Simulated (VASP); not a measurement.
# ZnO (zincite) (P6_3mc) in VASP: notebook, part 2 of 2

VASP 6.6.1. Earlier steps stand in the parts before.

### Step 5. Single point, BLYP

INCAR

```
SYSTEM = ZnO
AGGAC = 1.0
AGGAX = 1.0
ALDAC = 0.0
ALDAX = 1.0
ALGO = Normal
EDIFF = 1E-7
ENCUT = 520
GGA = B5
ISIF = 2
ISMEAR = -1
LASPH = .TRUE.
LCHARG = .FALSE.
LREAL = .FALSE.
LWAVE = .FALSE.
NBANDS = 26
NELM = 60
PREC = Accurate
SIGMA = 0.05
```

KPOINTS

```
k-points
0
G
  5 5 3
  0 0 0
```

POSCAR

```
ZnO
1.0
    3.2493080000      0.0000000000      0.0000000000
   -1.6246540000      2.8139832727      0.0000000000
    0.0000000000      0.0000000000      5.2057090000
Zn O
2 2
Direct
    0.6666666667      0.3333333333      0.0000000000
    0.3333333333      0.6666666667      0.5000000000
    0.3333333333      0.6666666667      0.8790100000
    0.6666666667      0.3333333333      0.3790100000
```

Potentials or basis: VASP PAW PBE potentials, release 64 (Zn, O).

The run is started by

```sh
> cat potpaw_PBE.64/Zn/POTCAR potpaw_PBE.64/O/POTCAR > POTCAR
> mpirun -np 1 vasp_std > vasp.out
```

OUTCAR:

```text
SYSTEM = ZnO
   EDIFF = 1E-7
   ENCUT = 520
   GGA = B5
   ISIF = 2
   ISMEAR = -1
   LASPH = .TRUE.
   LREAL = .FALSE.
   NELM = 60
   PREC = Accurate

 ion  position               nearest neighbor table
   1  0.667  0.333  0.000-   4 1.97   3 1.98   3 1.98   3 1.98
   2  0.333  0.667  0.500-   3 1.97   4 1.98   4 1.98   4 1.98
   3  0.333  0.667  0.879-   2 1.97   1 1.98   1 1.98   1 1.98
   4  0.667  0.333  0.379-   1 1.97   2 1.98   2 1.98   2 1.98

  LATTYP: Found a hexagonal cell.
 ALAT       =     3.2493080000
 C/A-ratio  =     1.6020977390

[... 471 lines left out ...]
  --------------------------------------------------------------------------------------
  -------------------------------------------------------------------------------------
  Total        2.8964082      2.8964082      3.4875411      0.0000000      0.0000000      0.0000000
  in kB       97.4940403     97.4940403    117.3917665      0.0000000      0.0000000      0.0000000
  external PRESSURE =     104.1266157 kB  Pullay stress =       0.0000000 kB

 VOLUME and BASIS-vectors are now :
 -----------------------------------------------------------------------------
  energy-cutoff  :      520.00
  volume of cell :       47.60
      direct lattice vectors                 reciprocal lattice vectors
     3.249308000  0.000000000  0.000000000     0.307757836  0.177684070  0.000000000
    -1.624654000  2.813983273  0.000000000     0.000000000  0.355368139  0.000000000
     0.000000000  0.000000000  5.205709000     0.000000000  0.000000000  0.192096792

 POSITION                                       TOTAL-FORCE (eV/Angst)
 -----------------------------------------------------------------------------------
      1.62465      0.93799      0.00000         0.000000      0.000000     -0.073306
     -0.00000      1.87599      2.60285        -0.000000      0.000000     -0.073306
     -0.00000      1.87599      4.57587        -0.000000      0.000000      0.073306
      1.62465      0.93799      1.97302         0.000000      0.000000      0.073306
 -----------------------------------------------------------------------------------
    total drift:                               -0.000000     -0.000000      0.000103

  FREE ENERGIE OF THE ION-ELECTRON SYSTEM (eV)
  ---------------------------------------------------
  free  energy   TOTEN  =       -16.3665036859 eV

  energy  without entropy=      -16.3665006629  energy(sigma->0) =      -16.36650217
```

OSZICAR:

```text
N       E                     dE             d eps       ncg     rms          rms(c)
DAV:   1     0.305672886050E+03    0.30567E+03   -0.18046E+04   520   0.204E+03
DAV:   2     0.139889461396E+02   -0.29168E+03   -0.27499E+03   544   0.417E+02
DAV:   3    -0.195555115190E+02   -0.33544E+02   -0.33080E+02   576   0.144E+02
DAV:   4    -0.202610180233E+02   -0.70551E+00   -0.70363E+00   554   0.212E+01
DAV:   5    -0.202646994014E+02   -0.36814E-02   -0.36811E-02   564   0.157E+00    0.152E+01
DAV:   6    -0.161581697824E+02    0.41065E+01   -0.79846E+00   820   0.666E+01    0.891E+00
DAV:   7    -0.164190988280E+02   -0.26093E+00   -0.35667E+00   524   0.184E+01    0.546E+00
DAV:   8    -0.164292914344E+02   -0.10193E-01   -0.65586E-01   762   0.865E+00    0.183E+00
DAV:   9    -0.163631215145E+02    0.66170E-01   -0.14048E-01   752   0.743E+00    0.335E-01
DAV:  10    -0.163664287176E+02   -0.33072E-02   -0.46100E-02   532   0.153E+00    0.998E-02
DAV:  11    -0.163664997998E+02   -0.71082E-04   -0.74663E-04   568   0.572E-01    0.409E-02
DAV:  12    -0.163665044934E+02   -0.46936E-05   -0.20782E-04   724   0.449E-01    0.162E-02
DAV:  13    -0.163665057600E+02   -0.12666E-05   -0.45713E-05   750   0.108E-01    0.127E-02
DAV:  14    -0.163665037434E+02    0.20166E-05   -0.10748E-05   542   0.288E-02    0.283E-03
DAV:  15    -0.163665036859E+02    0.57576E-07   -0.70266E-07   538   0.635E-03
   1 F= -.16366504E+02 E0= -.16366502E+02  d E =-.302298E-05
```

stdout:

```text
POSCAR found type information on POSCAR ZnO
 POSCAR found :  2 types and       4 ions
 scaLAPACK will be used
 -----------------------------------------------------------------------------
|                                                                             |
|                                                                             |
|     You enforced a specific xc type in the INCAR file but a different       |
|     I HOPE YOU KNOW WHAT YOU ARE DOING!                                     |
|                                                                             |
 -----------------------------------------------------------------------------

 LDA part: xc-table for (Slater(with rela. corr.)+VWN5), standard interpolation
 POSCAR, INCAR and KPOINTS ok, starting setup
 FFT: planning ... GRIDC
 FFT: planning ... GRID_SOFT
 FFT: planning ... GRID
 WAVECAR not read
 entering main loop
```

Wall time 26 s (1 thread of Intel Xeon 6975P-C, shared host); peak memory 0.16 GiB.

What came out:

```yaml
Free_energy: -16.3665 eV
Pressure: 10.4 GPa
Largest_force: 0.073 eV/Å
Band_gap_on_the_k_mesh: 0.96 eV, direct
```

Forces on the atoms (eV/Å):
```
Zn   0.000  0.000 -0.073
Zn   0.000  0.000 -0.073
O    0.000  0.000  0.073
O    0.000  0.000  0.073
```

Caveat: the k points lie up to 0.45 Å⁻¹ apart; the PAW data sets were made with another functional, which shifts forces and pressure a little.

### Step 6. Summary

| level | gap on the mesh (eV) | pressure (GPa) | largest force (eV/Å) |
| --- | --- | --- | --- |
| PBEsol | 0.68 | -0.5 | 0.07 |
| RPBE | 0.88 | 10.6 | 0.08 |
| revPBE | 0.85 | 9.4 | 0.08 |
| BLYP | 0.96 | 10.4 | 0.07 |

Alike in all rows: task single point; potentials or basis VASP PAW PBE potentials, release 64 (Zn, O); no spin polarisation; cell as given; k mesh 5 × 5 × 3; cutoff (eV) 520; smearing fermi-dirac 0.05 eV.

Caveats: all runs use coarse meshes; the PAW data sets were made with another functional, which shifts forces and pressure a little.

Total energies depend on the potentials used, so only differences within one code and one set of settings carry meaning.
